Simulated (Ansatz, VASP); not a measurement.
# One calculation of NbPdSe3, two programs

```xyz
5
Lattice="4.8298 0.0000 0.0000 0.0000 4.8298 0.0000 0.0000 0.0000 4.8298" Properties=species:S:1:pos:R:3 pbc="T T T"
Nb    0.0000    0.0000    0.0000
Pd    2.4149    2.4149    2.4149
Se    0.0000    2.4149    2.4149
Se    2.4149    0.0000    2.4149
Se    2.4149    2.4149    0.0000
```

Change from the starting cell: species swapped into the GdBPd3 type (Pm-3m, No. 221).

Alike in both runs: functional PBE; k mesh 8 × 8 × 8; occupations gaussian, width 0.1 eV; no spin polarisation.

Ansatz relaxed the structure, and its values are those at the end. VASP's run is a single point on that final structure, the one shown.

```csv
,VASP,Ansatz
version,VASP 6.6.1,Ansatz 0.2.0
potentials or method,"VASP PAW PBE potentials, release 64 (Nb_sv, Pd, Se), cutoff 520 eV","scalar-relativistic, plane waves, PAW"
valence electrons in the cell,41,79
```

|  | VASP | Ansatz | Ansatz less VASP |
| --- | --- | --- | --- |
| gap on the k mesh at the Fermi level (eV) | none | none | - |
| pressure (GPa) | 0.0 | 0.0 | -0.06 |

A gap of «none» marks a metal or a gap that the smearing closes. VASP's potentials hold 41 valence electrons a cell and Ansatz's 79, so a difference there can come from the potentials and not from the codes.
